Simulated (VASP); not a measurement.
# W17Se35Br (a cell with a defect) in VASP: a series of runs, part 2 of 2

VASP 6.6.1.

**3. Single point, PBE**

INCAR reads:

```
PREC = Accurate
ENCUT = 400
EDIFF = 1E-6
ISMEAR = -1
SIGMA = 0.01
LREAL = Auto
LASPH = T
NELM = 120
ALGO = Normal
ISIF = 2
LWAVE = F
LCHARG = F
GGA = PE
NBANDS = 260
NELECT = 456.0
GGA_COMPAT = F
```

KPOINTS reads:

```
Automatic mesh
0
Gamma
  1 1 1
```

POSCAR reads:

```
W17Se35Br
1.0
    9.7497821442      0.0000000848      0.0000000000
   -4.8748911455      8.4435589758      0.0000000000
    0.0000000000      0.0000000000     12.8261208339
W Se Br
17 35 1
Direct
    0.2226090564      0.1111840542      0.7500830724
    0.0974311225      0.2061643971      0.2521606542
    0.2219803112      0.4446887256      0.7502846095
    0.1013610203      0.5433843934      0.2479330209
    0.2227889301      0.7780703647      0.7506749349
    0.1135495601      0.8871746202      0.2494427934
    0.5546668472      0.1109736485      0.7502146529
    0.4443719839      0.2234193130      0.2476696821
    0.5552469713      0.4449224907      0.7504881092
    0.5560517300      0.7788116225      0.7503359913
    0.4596209450      0.8952413295      0.2492079453
    0.8888272833      0.1108221341      0.7501879922
    0.7797792166      0.2235801146      0.2494010210
    0.8887776190      0.4453864644      0.7505413801
    0.7801530057      0.5565322722      0.2471776452
    0.8891485766      0.7780934064      0.7500092512
    0.7910085565      0.8989373157      0.2494673243
    0.1118395646      0.2221027153      0.8829987693
    0.2239670900      0.1093578206      0.3832157997
    0.1116366862      0.2214987980      0.6179397729
    0.2216772303      0.1107558345      0.1181132230
    0.1116883395      0.5548190329      0.8837207859
    0.1113814564      0.5558532253      0.6180420752
    0.2272731937      0.4411887365      0.1296269603
    0.1119606232      0.8885296971      0.8830560726
    0.2280782984      0.7730231279      0.3769247140
    0.1123462956      0.8883641234      0.6173954558
    0.2280023502      0.7729451254      0.1194853628
    0.4448116015      0.2221491277      0.8833372545
    0.5564127979      0.1159951574      0.3819201884
    0.4453831235      0.2228850299      0.6170882366
    0.5576236035      0.1152876509      0.1153922361
    0.4445594639      0.5555916079      0.8832484140
    0.5436363009      0.4621063980      0.3607454446
    0.4451472293      0.5558281884      0.6176729427
    0.5533002175      0.4466951594      0.1125863579
    0.4455023115      0.8887535827      0.8837991418
    0.5597549087      0.7830690512      0.3830919478
    0.4451778177      0.8886537848      0.6170316852
    0.5647599648      0.7812799958      0.1213941147
    0.7777676723      0.2217097610      0.8826813962
    0.8831542091      0.1088024043      0.3883627621
    0.7781190347      0.2224410616      0.6178869229
    0.8901430575      0.1147483135      0.1124474558
    0.7774734485      0.5553840221      0.8832296083
    0.8839630486      0.4444527566      0.3829954809
    0.7773965635      0.5549939364      0.6171642034
    0.8864225335      0.4437709653      0.1137336629
    0.7783009628      0.8884127932      0.8832060764
    0.8891810229      0.7769900153      0.3817871488
    0.7780607199      0.8883244617      0.6171274201
    0.8914929483      0.7792932313      0.1163553339
    0.2108653745      0.4352392506      0.3885021813
```

Potentials or basis: VASP PAW PBE potentials, release 64 (W_sv, Se, Br).

Started as:

```
> cat potpaw_PBE.64/W_sv/POTCAR potpaw_PBE.64/Se/POTCAR potpaw_PBE.64/Br/POTCAR > POTCAR
> mpirun -np 1 vasp_gam > vasp.out
```

OUTCAR:

```text
PREC = Accurate
   ENCUT = 400
   EDIFF = 1E-6
   ISMEAR = -1
   LREAL = Auto
   LASPH = T
   NELM = 120
   ISIF = 2
   GGA = PE
   NELECT = 456.0

 ion  position               nearest neighbor table
   1  0.223  0.111  0.750-  20 2.52  18 2.53  27 2.54  29 2.54  25 2.54  31 2.54   7 3.24   9 3.25
                             5 3.25  16 3.25  12 3.25   3 3.25
   2  0.097  0.206  0.252-  44 2.51  42 2.52  19 2.53  21 2.53  24 2.53  53 2.61  17 2.99  13 3.19
[... 587 lines left out ...]
  Total       56.3905811     57.9914656     30.1217433      3.2009087      0.2332707     -0.8074588
  in kB       85.5660275     87.9951802     45.7061777      4.8569998      0.3539607     -1.2252231
  external PRESSURE =      73.0891285 kB  Pullay stress =       0.0000000 kB

 VOLUME and BASIS-vectors are now :
 -----------------------------------------------------------------------------
  energy-cutoff  :      400.00
  volume of cell :     1055.88
      direct lattice vectors                 reciprocal lattice vectors
     9.749782144  0.000000085  0.000000000     0.102566394  0.059216736  0.000000000
    -4.874891146  8.443558976  0.000000000    -0.000000001  0.118433471  0.000000000
     0.000000000  0.000000000 12.826120834     0.000000000  0.000000000  0.077965896

 POSITION                                       TOTAL-FORCE (eV/Angst)
 -----------------------------------------------------------------------------------
      1.62838      0.93879      9.62066         0.171867     -0.075394     -0.011489
     -0.05510      1.74076      3.23424         0.165783      0.445462     -0.025439
     -0.00355      3.75476      9.62324         0.174568     -0.056681      0.010699
     -1.66069      4.58810      3.18002        -0.556560      0.676305      0.069566
     -1.62086      6.56968      9.62825         0.138803     -0.079562      0.000240
     -3.21780      7.49091      3.19938         0.011001     -0.061524      0.189158
[... 45 lines left out ...]
      4.89289      6.58001      1.49239         0.091081     -0.109322      0.436403
     -0.06585      3.67497      4.98298         0.092214     -0.020643     -0.126057
 -----------------------------------------------------------------------------------
    total drift:                                0.003515      0.020351     -0.021066

  FREE ENERGIE OF THE ION-ELECTRON SYSTEM (eV)
  ---------------------------------------------------
  free  energy   TOTEN  =      -359.3088133143 eV

  energy  without entropy=     -359.2827287371  energy(sigma->0) =     -359.29577103
```

stdout:

```text
POSCAR found type information on POSCAR W SeBr
 POSCAR found :  3 types and      53 ions
 scaLAPACK will be used
 LDA part: xc-table for (Slater+PW92), standard interpolation
 POSCAR, INCAR and KPOINTS ok, starting setup
 FFT: planning ... GRIDC
 FFT: planning ... GRID_SOFT
 FFT: planning ... GRID
 WAVECAR not read
 entering main loop
 the old and the new charge density differ
 old charge density:   455.00000 new  456.00000
    0.870E+01
```

Run time: 11 min. Hardware: 1 thread of Intel Xeon 8259CL, shared host; peak memory 0.71 GiB.

Results:

| Item | Value |
| --- | --- |
| Free energy | -359.3088 eV |
| Largest force | 1.251 eV/Å |

Forces in eV/Å, atoms in the order of the input:
```
W    0.172 -0.075 -0.011
W    0.166  0.445 -0.025
W    0.175 -0.057  0.011
W   -0.557  0.676  0.070
W    0.139 -0.080  0.000
W    0.011 -0.062  0.189
W    0.170 -0.079 -0.014
W   -0.237 -0.481 -0.240
W    0.113 -0.079  0.007
W    0.109 -0.192 -0.026
W   -1.217  0.086  0.280
W    0.105 -0.038  0.002
W   -0.188  0.052  0.121
W    0.188 -0.088  0.014
W    0.279  0.294 -0.144
W    0.158 -0.137 -0.018
W   -0.482  0.028 -0.234
Se  -0.059  0.058 -0.408
Se   0.164 -0.068 -0.642
Se  -0.077  0.036  0.404
Se   0.115  0.006  0.428
Se  -0.081  0.054 -0.421
Se  -0.065  0.033  0.376
Se   0.333  0.133  0.056
Se  -0.073  0.032 -0.377
Se   0.096  0.038 -0.405
Se  -0.078  0.029  0.365
Se   0.175 -0.138  0.564
Se  -0.105  0.027 -0.430
Se   0.134  0.062 -0.348
Se  -0.099  0.043  0.385
Se   0.167 -0.018  0.388
Se  -0.096  0.058 -0.404
Se   0.105  0.072  0.377
Se  -0.064  0.028  0.374
Se  -0.004  0.056  0.237
Se  -0.085  0.038 -0.442
Se   0.206 -0.227 -0.434
Se  -0.097  0.029  0.412
Se   0.257 -0.378  0.092
Se  -0.058  0.059 -0.480
Se  -0.088 -0.056 -0.525
Se  -0.073  0.035  0.474
Se   0.068 -0.019  0.603
Se  -0.043  0.095 -0.413
Se   0.066 -0.079 -0.370
Se  -0.084  0.058  0.396
Se   0.032 -0.086  0.396
Se  -0.067  0.042 -0.418
Se   0.233 -0.186 -0.565
Se  -0.043  0.048  0.462
Se   0.091 -0.109  0.436
Br   0.092 -0.021 -0.126
```

Caveat: the k points lie up to 0.74 Å⁻¹ apart; the cell carries a net charge on a neutralising background, which shifts energy and pressure; the cell is charged against a uniform background, so pressure and absolute levels hang on convention.
